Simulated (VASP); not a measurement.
# Si2Br (P3_121) in VASP: a series of runs

Runs on Si2Br. Level: PBE. Tasks: relaxation of cell and atoms, single point.

Everything below comes from runs of VASP 6.6.1. Logs are shortened: lines on timing, memory, paths and dates and some standing lists are left out, and cuts for length are marked.

**1. The cell of the first run**

The structure is trigonal, space group P3_121 (No. 152). The conventional cell has a = 7.273 Å, b = 7.273 Å, c = 5.841 Å, α = 90.00°, β = 90.00°, γ = 120.00°. Within 3.1 Å of Si (site symmetry 1) lie 5 Si at 2.35 to 3.01 Å and 1 Br at 2.59 Å. Br (site symmetry 2) has 4 Si at 2.59 to 3.53 Å within 3.6 Å.

**2. Relaxation of cell and atoms, PBE**

Contents of INCAR:

```
SYSTEM = Si2Br
  PREC = Accurate
  ENCUT = 600
  EDIFF = 1E-6
  ISMEAR = 0
  SIGMA = 0.1
  LREAL = .False.
  LASPH = .True.
  NELM = 100
  ALGO = Normal
  ISIF = 3
  LWAVE = .False.
  LCHARG = .False.
  GGA = PE
  IBRION = 2
  NSW = 100
  EDIFFG = -0.01
```

Contents of KPOINTS:

```
Automatic mesh
0
Gamma
  6 6 6
  0 0 0
```

Contents of POSCAR:

```
Si2Br
1.0
    7.2733949397      0.0000000000      0.0000000000
   -3.6366974698      6.2989447895      0.0000000000
    0.0000000000      0.0000000000      5.8406344443
Si Br
6 3
Direct
    0.1372204323      0.2072372853      0.3138421310
    0.7927627147      0.9299831470      0.6471754643
    0.0700168530      0.8627795677      0.9805087976
    0.2072372853      0.1372204323      0.6861578690
    0.9299831470      0.7927627147      0.3528245357
    0.8627795677      0.0700168530      0.0194912024
    0.5826637555      0.0000000000      0.3333333333
    0.0000000000      0.5826637555      0.6666666667
    0.4173362445      0.4173362445      0.0000000000
```

Potentials or basis: VASP PAW PBE potentials, release 64 (Si, Br).

Started as:

```console
cat potpaw_PBE.64/Si/POTCAR potpaw_PBE.64/Br/POTCAR > POTCAR
mpirun -np 1 vasp_std > vasp.out
```

OUTCAR:

```text
SYSTEM = Si2Br
   PREC = Accurate
   ENCUT = 600
   EDIFF = 1E-6
   ISMEAR = 0
   LREAL = .False.
   LASPH = .True.
   NELM = 100
   ISIF = 3
   GGA = PE
   IBRION = 2
   NSW = 100
   EDIFFG = -0.01

 ion  position               nearest neighbor table
   1  0.137  0.207  0.314-   4 2.35   6 2.44   9 2.59   5 2.62   2 3.01   3 3.01
   2  0.793  0.930  0.647-   6 2.35   5 2.44   7 2.59   4 2.62   3 3.01   1 3.01
   3  0.070  0.863  0.981-   5 2.35   4 2.44   8 2.59   6 2.62   2 3.01   1 3.01
   4  0.207  0.137  0.686-   1 2.35   3 2.44   9 2.59   2 2.62   5 3.01   6 3.01
   5  0.930  0.793  0.353-   3 2.35   2 2.44   8 2.59   1 2.62   6 3.01   4 3.01
   6  0.863  0.070  0.019-   2 2.35   1 2.44   7 2.59   3 2.62   5 3.01   4 3.01
   7  0.583  0.000  0.333-   6 2.59   2 2.59
   8  0.000  0.583  0.667-   3 2.59   5 2.59
   9  0.417  0.417  0.000-   4 2.59   1 2.59

  LATTYP: Found a hexagonal cell.
 ALAT       =     7.2733949397
 C/A-ratio  =     0.8030135161

  Lattice vectors:

 A1 = (   7.2733949397,   0.0000000000,   0.0000000000)
 A2 = (  -3.6366974698,   6.2989447895,   0.0000000000)
 A3 = (   0.0000000000,   0.0000000000,   5.8406344443)

Analysis of symmetry for initial positions (statically):
=====================================================================
 Subroutine PRICEL returns:
 Original cell was already a primitive cell.

 Routine SETGRP: Setting up the symmetry group for a
 hexagonal supercell.

 Subroutine GETGRP returns: Found  6 space group operations
 (whereof  2 operations were pure point group operations)
 out of a pool of 24 trial point group operations.

The static configuration has the point symmetry C_2 .
 The point group associated with its full space group is D_3 .

Analysis of symmetry for dynamics (positions and initial velocities):
=====================================================================
 Subroutine PRICEL returns:
 Original cell was already a primitive cell.

 Routine SETGRP: Setting up the symmetry group for a
 hexagonal supercell.

 Subroutine GETGRP returns: Found  6 space group operations
 (whereof  2 operations were pure point group operations)
 out of a pool of 24 trial point group operations.

The dynamic configuration has the point symmetry C_2 .
 The point group associated with its full space group is D_3 .

 Subroutine INISYM returns: Found  6 space group operations
 (whereof  2 operations are pure point group operations),
 and found     1 'primitive' translations

----------------------------------------------------------------------------------------

                                     Primitive cell

  volume of cell :     267.5870

  direct lattice vectors                    reciprocal lattice vectors
     7.273394940  0.000000000  0.000000000     0.137487378  0.079378375  0.000000000
    -3.636697470  6.298944790  0.000000000     0.000000000  0.158756749  0.000000000
     0.000000000  0.000000000  5.840634444     0.000000000  0.000000000  0.171214276

  length of vectors
     7.273394940  7.273394940  5.840634444     0.158756749  0.158756749  0.171214276

  position of ions in fractional coordinates (direct lattice)
     0.137220432  0.207237285  0.313842131
     0.792762715  0.929983147  0.647175464
     0.070016853  0.862779568  0.980508798
     0.207237285  0.137220432  0.686157869
     0.929983147  0.792762715  0.352824536
     0.862779568  0.070016853  0.019491202
     0.582663756  0.000000000  0.333333333
     1.000000000  0.582663756  0.666666667
     0.417336244  0.417336244  0.000000000

  ion indices of the primitive-cell ions
   primitive index   ion index
                 1           1
                 2           2
                 3           3
                 4           4
                 5           5
                 6           6
                 7           7
                 8           8
                 9           9

----------------------------------------------------------------------------------------

 KPOINTS: Automatic mesh

Automatic generation of k-mesh.
 Grid dimensions read from file:
 generate k-points for:    6    6    6

 Generating k-lattice:

  Cartesian coordinates                     Fractional coordinates (reciprocal lattice)
     0.022914563  0.013229729  0.000000000     0.166666667 -0.000000000  0.000000000
     0.000000000  0.026459458  0.000000000     0.000000000  0.166666667  0.000000000
     0.000000000  0.000000000  0.028535713     0.000000000  0.000000000  0.166666667

  Length of vectors
     0.026459458  0.026459458  0.028535713

  Shift w.r.t. Gamma in fractional coordinates (k-lattice)
     0.000000000  0.000000000  0.000000000

 Subroutine IBZKPT returns following result:
 ===========================================

 Found     34 irreducible k-points:

 Following reciprocal coordinates:
            Coordinates               Weight
  0.000000  0.000000  0.000000      1.000000
  0.166667  0.000000  0.000000      6.000000
  0.333333  0.000000  0.000000      6.000000
  0.500000  0.000000  0.000000      3.000000
  0.166667  0.166667  0.000000      6.000000
  0.333333  0.166667  0.000000     12.000000
[... 16 lines left out ...]
  0.500000  0.000000  0.333333      6.000000
  0.166667  0.166667  0.333333     12.000000
 [... further k-points ...]
   k-points           NKPTS =     34   k-points in BZ     NKDIM =     34   number of bands    NBANDS=     27
   number of dos      NEDOS =    301   number of ions     NIONS =      9
   total plane-waves  NPLWV = 172800
   dimension x,y,z NGX =    60 NGY =   60 NGZ =   48
   dimension x,y,z NGXF=   120 NGYF=  120 NGZF=   96
   ions per type =               6   3
   NGX,Y,Z   is equivalent  to a cutoff of  13.71, 13.71, 13.66 a.u.
   NGXF,Y,Z  is equivalent  to a cutoff of  27.43, 27.43, 27.33 a.u.
 SYSTEM =  Si2Br
   PREC   = accura    normal or accurate (medium, high low for compatibility)
   ISTART =      0    job   : 0-new  1-cont  2-samecut
   ICHARG =      2    charge: 1-file 2-atom 10-const
   ISPIN  =      1    spin polarized calculation?
   LNONCOLLINEAR =      F non collinear calculations
   LSORBIT =      F    spin-orbit coupling
   LASPH  =      T    aspherical Exc in radial PAW
   ENCUT  =  600.0 eV  44.10 Ry    6.64 a.u.  14.53 14.53 11.67*2*pi/ulx,y,z
   NELM   =    100;   NELMIN=  2; NELMDL= -5     # of ELM steps
   EDIFF  = 0.1E-05   stopping-criterion for ELM
   LREAL  =      F    real-space projection
   EDIFFG = -.1E-01   stopping-criterion for IOM
   NSW    =    100    number of steps for IOM
   IBRION =      2    ionic relax: 0-MD 1-quasi-New 2-CG
   NFREE  =      1    steps in history (QN), initial steepest desc. (CG)
   ISIF   =      3    stress and relaxation
   ISYM   =      2    0-nonsym 1-usesym 2-fastsym
   POTIM  = 0.5000    time-step for ionic-motion
   TEBEG  =    0.0;   TEEND  =   0.0 temperature during run
   PSTRESS=    0.0 pullay stress
   NELECT =      45.0000    total number of electrons
   NUPDOWN=      -1.0000    fix difference up-down
   EMIN   =  10.00;   EMAX   =-10.00  energy-range for DOS
   EFERMI =   0.00;   METHOD = LEGACY
   ISMEAR =     0;   SIGMA  =   0.10  broadening in eV -4-tet -1-fermi 0-gaus
   EFERMI_NEDOS =   21; number of points for ismear=-14 and -15
   IALGO  =     38    algorithm
   IMIX   =      4    mixing-type and parameters
     AMIX     =   0.40;   BMIX     =  1.00
     AMIX_MAG =   1.60;   BMIX_MAG =  1.00
  volume/ion in A,a.u.               =      29.73       200.64
  Fermi-wavevector in a.u.,A,eV,Ry     =   0.903630  1.707613 11.109800  0.816547
  Thomas-Fermi vector in A             =   2.026979
   LORBIT       =      0    0 simple, 1 ext, 2 COOP (PROOUT), +10 PAW based schemes
   GGA     = PE    functional components
   LHFCALC =     F    Hartree Fock is set to
   AEXX    =    0.0000 exact exchange contribution
   IVDW    =     0    specifies the selected vdW correction
   LEPSILON=     F    determine dielectric tensor
   LRPA    =     F    only Hartree local field effects (RPA)
 conjugate gradient relaxation of ions
 non-spin polarized calculation
 Gauss-broadening in eV      SIGMA  =   0.10
  energy-cutoff  :      600.00
  volume of cell :      267.59
 maximum number of plane-waves:      8993
 NGX is ok and might be reduce to    60
   NGX = 29   NGY = 29   NGZ = 23

--------------------------------------- Ionic step        1  -------------------------------------------

 number of electron      45.0000000 magnetization

 Free energy of the ion-electron system (eV)
  ---------------------------------------------------
  ext. energy  EPLUGINS =         0.00000000
  ---------------------------------------------------
  free energy    TOTEN  =       -33.99350939 eV

  energy without entropy =      -33.96711274  energy(sigma->0) =      -33.98031107

------------------------ aborting loop because EDIFF is reached ----------------------------------------

  FORCE on cell =-STRESS in cart. coord.  units (eV):
  Direction    XX          YY          ZZ          XY          YZ          ZX
  --------------------------------------------------------------------------------------
  -------------------------------------------------------------------------------------
  Total        0.5489151      0.5489151     -2.6094832      0.0000000      0.0000000      0.0000000
  in kB        3.2866298      3.2866298    -15.6242829      0.0000000      0.0000000      0.0000000
  external PRESSURE =      -3.0170077 kB  Pullay stress =       0.0000000 kB
[... 110 lines left out ...]
  FREE ENERGIE OF THE ION-ELECTRON SYSTEM (eV)
  ---------------------------------------------------
  free  energy   TOTEN  =       -34.0394016388 eV

  energy  without entropy=      -34.0096858653  energy(sigma->0) =      -34.02454375

[... ionic steps 4 to 23 ...]

--------------------------------------- Ionic step       24  -------------------------------------------

 number of electron      45.0000000 magnetization

------------------------ aborting loop because EDIFF is reached ----------------------------------------
[... 81 lines left out ...]
--------------------------------------- Ionic step       26  -------------------------------------------

 number of electron      45.0000000 magnetization

 Free energy of the ion-electron system (eV)
  ---------------------------------------------------
  ext. energy  EPLUGINS =         0.00000000
  ---------------------------------------------------
  free energy    TOTEN  =       -34.14814845 eV

  energy without entropy =      -34.12255280  energy(sigma->0) =      -34.13535062

 E-fermi :   2.2387     XC(G=0):  -7.5670

 val. band max:        2.2384354293   @ k =   0.3333   0.1667   0.0000
 cond. band min:       2.2391648326   @ k =   0.5000   0.0000   0.0000
 fundamental gap:      0.0007294034
 Fermi energy:         2.2386565817

 k-point     1 :       0.0000    0.0000    0.0000
  band No.  band energies     occupation
      1     -13.5711      2.00000
      2     -13.4323      2.00000
      3     -13.4323      2.00000
      4      -9.6329      2.00000
      5      -5.8317      2.00000
      6      -5.8317      2.00000
[... 709 lines left out ...]
     26       4.1944      0.00000
     27       4.2617      0.00000

 [... further k-points ...]

------------------------ aborting loop because EDIFF is reached ----------------------------------------

  FORCE on cell =-STRESS in cart. coord.  units (eV):
  Direction    XX          YY          ZZ          XY          YZ          ZX
  --------------------------------------------------------------------------------------
  -------------------------------------------------------------------------------------
  Total        0.0269730      0.0269730     -0.0365402      0.0000000     -0.0000000      0.0000000
  in kB        0.1547183      0.1547183     -0.2095960      0.0000000     -0.0000000      0.0000000
  external PRESSURE =       0.0332802 kB  Pullay stress =       0.0000000 kB
[... 24 lines left out ...]
  FREE ENERGIE OF THE ION-ELECTRON SYSTEM (eV)
  ---------------------------------------------------
  free  energy   TOTEN  =       -34.1481484489 eV

  energy  without entropy=      -34.1225527999  energy(sigma->0) =      -34.13535062

 reached required accuracy - stopping structural energy minimisation
```

Run time: 40 min. Hardware: 1 thread of Intel Xeon Platinum 8559C (Emerald Rapids), shared host; peak memory 0.63 GiB.

Results:

| Item | Value |
| --- | --- |
| Free energy | -34.1481 eV |
| Relaxed volume | 31.04 Å³/atom |
| Relaxed cell | a = 7.676 Å, b = 7.676 Å, c = 5.474 Å, α = 90.00°, β = 90.00°, γ = 120.00° |
| Space group after relaxing (to 0.1 Å) | P3_121 (No. 152) |
| Energy gained by relaxing | 17.2 meV/atom |
| Ionic steps | 26 |
| Pressure after relaxing | 0.0 GPa |
| Largest force after relaxing | 0.010 eV/Å |
| Band gap on the k mesh | zero (an odd number of electrons rules out a gap without spin polarisation) |

Forces in eV/Å, atoms in the order of the input:
```
Si  -0.007 -0.006  0.002
Si   0.009 -0.003  0.002
Si  -0.002  0.010  0.002
Si  -0.002 -0.010 -0.002
Si  -0.007  0.006 -0.002
Si   0.009  0.003 -0.002
Br   0.003  0.000  0.000
Br  -0.001  0.002  0.000
Br  -0.001 -0.002  0.000
```

Step by step:
| step | energy change (eV) | largest force (eV/Å) | pressure (GPa) | volume (Å³) |
| --- | --- | --- | --- | --- |
| 1 | 0.0000 | 0.0917 | -0.30 | 267.59 |
| 2 | -0.0332 | 0.1097 | 0.10 | 265.40 |
| 3 | -0.0459 | 0.1655 | 0.52 | 263.29 |
| 4 | -0.0652 | 0.0958 | 0.17 | 266.48 |
| 5 | -0.0698 | 0.1896 | -0.11 | 269.19 |
| 6 | -0.0821 | 0.1507 | -0.17 | 271.03 |
| 7 | -0.0844 | 0.2281 | -0.20 | 272.19 |
| 8 | -0.0944 | 0.2307 | -0.13 | 272.51 |
| 9 | -0.1154 | 0.2573 | 0.27 | 273.38 |
| 10 | -0.1322 | 0.1884 | 0.14 | 275.35 |
| 11 | -0.1347 | 0.2521 | 0.07 | 276.46 |
| 12 | -0.1472 | 0.1428 | -0.08 | 278.41 |
| 13 | -0.1504 | 0.0914 | -0.19 | 279.97 |
| 14 | -0.1522 | 0.0374 | 0.03 | 278.62 |
| 15 | -0.1523 | 0.0314 | 0.00 | 278.81 |
| 16 | -0.1529 | 0.0169 | 0.03 | 278.55 |
| 17 | -0.1532 | 0.0339 | 0.07 | 278.25 |
| 18 | -0.1538 | 0.0213 | 0.02 | 278.60 |
| 19 | -0.1541 | 0.0213 | -0.02 | 278.96 |
| 20 | -0.1541 | 0.0241 | -0.04 | 279.11 |
| 21 | -0.1543 | 0.0155 | 0.00 | 278.88 |
| 22 | -0.1543 | 0.0141 | 0.01 | 278.83 |
| 23 | -0.1544 | 0.0115 | 0.02 | 278.79 |
| 24 | -0.1544 | 0.0139 | 0.02 | 278.78 |
| 25 | -0.1545 | 0.0113 | 0.02 | 278.91 |
| 26 | -0.1546 | 0.0099 | 0.00 | 279.32 |

Final structure:
```
Si Br
1.0
     7.67615    0.00000    0.00000
    -3.83808    6.64774    0.00000
     0.00000    0.00000    5.47369
Si Br
6 3
Direct
  0.14013 0.19327 0.29850
  0.80673 0.94686 0.63183
  0.05314 0.85987 0.96516
  0.19327 0.14013 0.70150
  0.94686 0.80673 0.36817
  0.85987 0.05314 0.03484
  0.57567 0.00000 0.33333
  0.00000 0.57567 0.66667
  0.42433 0.42433 0.00000
```

Levels at points of the mesh, in eV from the Fermi level:
```tsv
k point	band 18	band 19	band 20	band 21	band 22	band 23	band 24	band 25	band 26	band 27
(0.00, 0.00, 0.00)	-3.18	-1.77	-1.77	-1.47	-1.37	-0.08	-0.08	2.07	2.07	2.61
(0.50, 0.00, 0.00)	-2.96	-1.73	-1.56	-1.03	-0.99	0.00	0.04	1.60	1.84	2.16
(0.00, 0.00, 0.50)	-2.55	-1.68	-1.43	-1.04	-1.04	0.73	0.96	1.27	1.27	1.77
(0.50, 0.00, 0.50)	-2.76	-2.17	-1.32	-1.26	-1.16	0.54	1.11	1.38	1.48	2.23
```

Caveat: an odd number of electrons without spin polarisation forces a metal; a magnetic or distorted state may lie lower.

(Part 1 of 2 ends here.)
